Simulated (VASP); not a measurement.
# SnO2 (I4/m) in VASP: single point with PBE

Aim: the single point of SnO2 with PBE.

All numbers are computed with VASP 6.6.1; they aren't measurements. Logs are shortened: lines on timing, memory, paths and dates and some standing lists are left out, and cuts for length are marked.

**1. The cell of the first run**

It takes space group I4/m (No. 87, tetragonal). The conventional cell has a = 10.747 Å, b = 10.747 Å, c = 3.232 Å, α = 90.00°, β = 90.00°, γ = 90.00°. Sn (site symmetry m) has 6 O at 2.06 to 2.14 Å within 2.7 Å. Within 2.7 Å of Sn (site symmetry m) lie 6 O at 2.06 to 2.14 Å. O (site symmetry m) has 3 Sn at 2.06 to 2.11 Å and 1 O at 2.70 Å within 2.8 Å. O (site symmetry m) has 3 Sn at 2.06 to 2.11 Å and 1 O at 2.70 Å within 2.8 Å. O (site symmetry m) has 3 Sn at 2.11 to 2.14 Å and 3 O at 2.70 to 2.77 Å within 2.8 Å. O (site symmetry m) has 3 Sn at 2.11 to 2.14 Å and 3 O at 2.70 to 2.77 Å within 2.8 Å.

**2. Single point, PBE**

INCAR reads:

```
PREC = Accurate
ENCUT = 520
EDIFF = 1E-6
ISMEAR = 0
SIGMA = 0.05
LREAL = Auto
LASPH = T
NELM = 80
ALGO = Normal
ISIF = 2
LWAVE = F
LCHARG = T
GGA = PE
LELF = T
LVHAR = T
NBANDS = 180
```

KPOINTS reads:

```
regular mesh
0
Gamma
  2 2 1
```

POSCAR reads:

```
SnO2
1.0
   -5.3733100000      5.3733100000      1.6162330000
   -5.3733100000     -5.3733100000      1.6162330000
    0.0000000000      0.0000000000      9.6973980000
Sn O
12 24
Direct
    0.1821430000      0.4799910000      0.0563110000
    0.1821440000      0.4799910000      0.3896440000
    0.1821450000      0.4799910000      0.7229770000
    0.4799900000      0.8178560000      0.1170260000
    0.4799910000      0.8178560000      0.4503590000
    0.4799920000      0.8178560000      0.7836920000
    0.5200080000      0.1821440000      0.2163080000
    0.5200090000      0.1821440000      0.5496410000
    0.5200100000      0.1821440000      0.8829740000
    0.8178580000      0.5200090000      0.2770220000
    0.8178560000      0.5200090000      0.6103560000
    0.8178570000      0.5200090000      0.9436890000
    0.7040060000      0.3819160000      0.1523460000
    0.7040040000      0.3819160000      0.4856800000
    0.7040050000      0.3819160000      0.8190130000
    0.3819140000      0.2959950000      0.0536820000
    0.3819150000      0.2959950000      0.3870150000
    0.3819160000      0.2959950000      0.7203480000
    0.6180840000      0.7040050000      0.2796520000
    0.6180850000      0.7040050000      0.6129850000
    0.6180860000      0.7040050000      0.9463180000
    0.2959950000      0.6180840000      0.1809870000
    0.2959960000      0.6180840000      0.5143200000
    0.2959940000      0.6180840000      0.8476540000
    0.0506750000      0.3605300000      0.2647990000
    0.0506730000      0.3605300000      0.5981330000
    0.0506740000      0.3605300000      0.9314660000
    0.3605320000      0.9493270000      0.2816900000
    0.3605300000      0.9493270000      0.6150240000
    0.3605310000      0.9493270000      0.9483570000
    0.9493260000      0.6394700000      0.0685340000
    0.9493270000      0.6394700000      0.4018670000
    0.9493280000      0.6394700000      0.7352000000
    0.6394690000      0.0506730000      0.0516430000
    0.6394700000      0.0506730000      0.3849760000
    0.6394710000      0.0506730000      0.7183090000
```

Potentials or basis: VASP PAW PBE potentials, release 64 (Sn_d, O).

The run is started by

```
cat potpaw_PBE.64/Sn_d/POTCAR potpaw_PBE.64/O/POTCAR > POTCAR
mpirun -np 1 vasp_std > vasp.out
```

OUTCAR:

```text
PREC = Accurate
   ENCUT = 520
   EDIFF = 1E-6
   ISMEAR = 0
   LREAL = Auto
   LASPH = T
   NELM = 80
   ISIF = 2
   GGA = PE

 ion  position               nearest neighbor table
   1  0.182  0.480  0.056-  16 2.06  25 2.11  27 2.11  24 2.11  22 2.11  31 2.14  10 3.22  12 3.22
                             2 3.23   3 3.23
   2  0.182  0.480  0.390-  17 2.06  25 2.11  26 2.11  22 2.11  23 2.11  32 2.14  10 3.22  11 3.22
                             1 3.23   3 3.23
   3  0.182  0.480  0.723-  18 2.06  26 2.11  27 2.11  23 2.11  24 2.11  33 2.14  12 3.22  11 3.22
                             2 3.23   1 3.23
   4  0.480  0.818  0.117-  22 2.06  28 2.11  30 2.11  19 2.11  21 2.11  34 2.14   7 3.22   9 3.22
                             5 3.23   6 3.23
   5  0.480  0.818  0.450-  23 2.06  28 2.11  29 2.11  19 2.11  20 2.11  35 2.14   8 3.22   7 3.22
                             4 3.23   6 3.23
   6  0.480  0.818  0.784-  24 2.06  30 2.11  29 2.11  20 2.11  21 2.11  36 2.14   9 3.22   8 3.22
                             5 3.23   4 3.23
   7  0.520  0.182  0.216-  13 2.06  34 2.11  35 2.11  17 2.11  16 2.11  28 2.14   4 3.22   5 3.22
                             8 3.23   9 3.23
   8  0.520  0.182  0.550-  14 2.06  35 2.11  36 2.11  18 2.11  17 2.11  29 2.14   5 3.22   6 3.22
                             9 3.23   7 3.23
   9  0.520  0.182  0.883-  15 2.06  34 2.11  36 2.11  18 2.11  16 2.11  30 2.14   6 3.22   4 3.22
[... 29 lines left out ...]
  35  0.639  0.051  0.385-   8 2.11   7 2.11   5 2.14
  36  0.639  0.051  0.718-   9 2.11   8 2.11   6 2.14

  LATTYP: Found a base centered monoclinic cell.
 ALAT       =    11.2222403229
 B/A-ratio  =     0.9576180594
 C/A-ratio  =     0.8641231805
 COS(beta)  =    -0.2880410602

  Lattice vectors:

 A1 = (   5.3733100000,  -5.3733100000,  -1.6162330000)
 A2 = (   5.3733100000,   5.3733100000,  -1.6162330000)
 A3 = (   0.0000000000,   0.0000000000,   9.6973980000)

Analysis of symmetry for initial positions (statically):
=====================================================================
 Subroutine PRICEL returns following result:

  LATTYP: Found a body centered tetragonal cell.
 ALAT       =    10.7466146267
 C/A-ratio  =     0.3007890853

  Lattice vectors:

 A1 = (  -5.3733046267,   5.3733046267,  -1.6162313838)
 A2 = (   5.3733100000,  -5.3733100000,  -1.6162330000)
 A3 = (  -5.3733100000,  -5.3733100000,   1.6162330000)

   3 primitive cells build up your supercell.

 Routine SETGRP: Setting up the symmetry group for a
 base centered monoclinic supercell.
[... 134 lines left out ...]
   NFREE  =      0    steps in history (QN), initial steepest desc. (CG)
   ISIF   =      2    stress and relaxation
   ISYM   =      2    0-nonsym 1-usesym 2-fastsym
   POTIM  = 0.5000    time-step for ionic-motion
   TEBEG  =    0.0;   TEEND  =   0.0 temperature during run
   PSTRESS=    0.0 pullay stress
   NELECT =     312.0000    total number of electrons
   NUPDOWN=      -1.0000    fix difference up-down
   EMIN   =  10.00;   EMAX   =-10.00  energy-range for DOS
   EFERMI =   0.00;   METHOD = LEGACY
   ISMEAR =     0;   SIGMA  =   0.05  broadening in eV -4-tet -1-fermi 0-gaus
   EFERMI_NEDOS =   21; number of points for ismear=-14 and -15
   IALGO  =     38    algorithm
   IMIX   =      4    mixing-type and parameters
     AMIX     =   0.40;   BMIX     =  1.00
     AMIX_MAG =   1.60;   BMIX_MAG =  1.00
  volume/ion in A,a.u.               =      15.55       104.97
  Fermi-wavevector in a.u.,A,eV,Ry     =   1.347111  2.545671 24.690599  1.814708
  Thomas-Fermi vector in A             =   2.474888
   LORBIT       =      0    0 simple, 1 ext, 2 COOP (PROOUT), +10 PAW based schemes
   GGA     = PE    functional components
   LHFCALC =     F    Hartree Fock is set to
   AEXX    =    0.0000 exact exchange contribution
   IVDW    =     0    specifies the selected vdW correction
   LEPSILON=     F    determine dielectric tensor
   LRPA    =     F    only Hartree local field effects (RPA)
 non-spin polarized calculation
 Gauss-broadening in eV      SIGMA  =   0.05
  energy-cutoff  :      520.00
  volume of cell :      559.98
 maximum number of plane-waves:     15084
 NGX is ok and might be reduce to    60
   NGX = 29   NGY = 29   NGZ = 37

 number of electron     311.9999953 magnetization

 Free energy of the ion-electron system (eV)
  ---------------------------------------------------
  ext. energy  EPLUGINS =         0.00000000
  ---------------------------------------------------
  free energy    TOTEN  =      -221.12336393 eV

  energy without entropy =     -221.12336393  energy(sigma->0) =     -221.12336393

 E-fermi :   2.7308     XC(G=0):  -9.4115

 val. band max:        2.5024636547   @ k =   0.5000   0.5000   0.0000
 cond. band min:       4.2575814949   @ k =   0.0000   0.0000   0.0000
 fundamental gap:      1.7551178401
 Fermi energy:         2.7307501108

 k-point     1 :       0.0000    0.0000    0.0000
  band No.  band energies     occupation
      1     -17.9469      2.00000
      2     -17.9468      2.00000
      3     -17.9361      2.00000
      4     -17.9361      2.00000
      5     -17.8813      2.00000
      6     -17.8813      2.00000
[... 673 lines left out ...]
    167       8.8252      0.00000
    168       8.8252      0.00000
 [bands above 168 left out]

------------------------ aborting loop because EDIFF is reached ----------------------------------------

  FORCE on cell =-STRESS in cart. coord.  units (eV):
  Direction    XX          YY          ZZ          XY          YZ          ZX
  --------------------------------------------------------------------------------------
  -------------------------------------------------------------------------------------
  Total        0.2325930      0.2296892      2.0522278      0.0104899     -0.0001287      0.0192229
  in kB        0.6654850      0.6571768      5.8717445      0.0300131     -0.0003684      0.0549996
  external PRESSURE =       2.3981354 kB  Pullay stress =       0.0000000 kB

 VOLUME and BASIS-vectors are now :
 -----------------------------------------------------------------------------
  energy-cutoff  :      520.00
  volume of cell :      559.98
      direct lattice vectors                 reciprocal lattice vectors
    -5.373310000  5.373310000  1.616233000    -0.093052513  0.093052513  0.000000000
    -5.373310000 -5.373310000  1.616233000    -0.093052513 -0.093052513  0.000000000
     0.000000000  0.000000000  9.697398000     0.031017504  0.000000000  0.103120445

 POSITION                                       TOTAL-FORCE (eV/Angst)
 -----------------------------------------------------------------------------------
     -3.55785     -1.60043      1.61623        -0.147006      0.033903     -0.002111
     -3.55786     -1.60042      4.84870        -0.147006      0.033903     -0.002111
     -3.55786     -1.60042      8.08116        -0.147006      0.033903     -0.002111
     -6.97373     -1.81546      3.23247         0.028967      0.153619     -0.005586
     -6.97373     -1.81545      6.46493         0.028967      0.153619     -0.005586
     -6.97374     -1.81545      9.69740         0.028967      0.153619     -0.005586
[... 28 lines left out ...]
     -3.70835      3.16379      4.84870         0.161032     -0.139127      0.001835
     -3.70836      3.16379      8.08116         0.161032     -0.139127      0.001835
 -----------------------------------------------------------------------------------
    total drift:                                0.044583     -0.043087      0.011831

  FREE ENERGIE OF THE ION-ELECTRON SYSTEM (eV)
  ---------------------------------------------------
  free  energy   TOTEN  =      -221.1233639257 eV

  energy  without entropy=     -221.1233639257  energy(sigma->0) =     -221.12336393
```

stdout:

```text
POSCAR found type information on POSCAR SnO
 POSCAR found :  2 types and      36 ions
 scaLAPACK will be used
 LDA part: xc-table for (Slater+PW92), standard interpolation
 POSCAR, INCAR and KPOINTS ok, starting setup
 FFT: planning ... GRIDC
 FFT: planning ... GRID_SOFT
 FFT: planning ... GRID
 WAVECAR not read
 entering main loop
```

Run time: 11 min. Hardware: 1 thread of AMD EPYC 7R13 (Zen 3), shared host; peak memory 0.65 GiB.

Results:

- Free energy: -221.1234 eV
- Pressure: 0.2 GPa
- Largest force: 0.214 eV/Å
- Band gap on the k mesh: 1.76 eV

Forces in eV/Å, atoms in the order of the input:
```
Sn  -0.147  0.034 -0.002
Sn  -0.147  0.034 -0.002
Sn  -0.147  0.034 -0.002
Sn   0.029  0.154 -0.006
Sn   0.029  0.154 -0.006
Sn   0.029  0.154 -0.006
Sn  -0.029 -0.154  0.006
Sn  -0.029 -0.154  0.006
Sn  -0.029 -0.154  0.006
Sn   0.147 -0.034  0.002
Sn   0.147 -0.034  0.002
Sn   0.147 -0.034  0.002
O   -0.069 -0.052  0.000
O   -0.069 -0.052  0.000
O   -0.069 -0.052  0.000
O   -0.053  0.067 -0.001
O   -0.053  0.067 -0.001
O   -0.053  0.067 -0.001
O    0.053 -0.067  0.001
O    0.053 -0.067  0.001
O    0.053 -0.067  0.001
O    0.069  0.052  0.000
O    0.069  0.052  0.000
O    0.069  0.052  0.000
O   -0.142 -0.160 -0.001
O   -0.142 -0.160 -0.001
O   -0.142 -0.160 -0.001
O   -0.161  0.139 -0.002
O   -0.161  0.139 -0.002
O   -0.161  0.139 -0.002
O    0.142  0.160  0.001
O    0.142  0.160  0.001
O    0.142  0.160  0.001
O    0.161 -0.139  0.002
O    0.161 -0.139  0.002
O    0.161 -0.139  0.002
```

Stress tensor (GPa, compression positive):
```
0.07 0.00 0.01
0.00 0.07 0.00
0.01 0.00 0.59
```

Caveat: the k points lie up to 0.68 Å⁻¹ apart; spin-orbit coupling is left out, which moves the levels of the heavy elements; an odd mesh through Γ misses points on the zone boundary, where band edges can lie.
